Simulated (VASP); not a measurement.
A run of VASP 6.6.1 is set up as follows.

INCAR

```
SYSTEM = CaPd3
PREC = Accurate ; ENCUT = 520
EDIFF = 1E-6 ; ISMEAR = 0
SIGMA = 0.1 ; LREAL = .False.
LASPH = .True. ; NELM = 60
ALGO = Fast ; ISIF = 2
LWAVE = .False. ; LCHARG = .False.
GGA = PE ; NBANDS = 28
```

File KPOINTS:

```
Automatic mesh
0
Gamma
  16 16 16
  0 0 0
```

POSCAR

```
CaPd3
1.0
   -2.1126796077      2.1126796077      3.9773283486
    2.1126796077     -2.1126796077      3.9773283486
    2.1126796077      2.1126796077     -3.9773283486
Ca Pd
1 3
Direct
    0.0000000000      0.0000000000      0.0000000000
    0.7500000000      0.2500000000      0.5000000000
    0.2500000000      0.7500000000      0.5000000000
    0.5000000000      0.5000000000      0.0000000000
```

Potentials or basis: VASP PAW PBE potentials, release 64 (Ca_sv, Pd).

The run is started by

```bash
$ cat potpaw_PBE.64/Ca_sv/POTCAR potpaw_PBE.64/Pd/POTCAR > POTCAR
$ mpirun -np 1 vasp_std > vasp.out
```

**Question.** Predict the band gap on the k mesh.

**Answer.** Zero (bands 20 and 21 overlap by 0.56 eV).

**Question.** Predict the pressure.

**Answer.** 0.1 GPa.
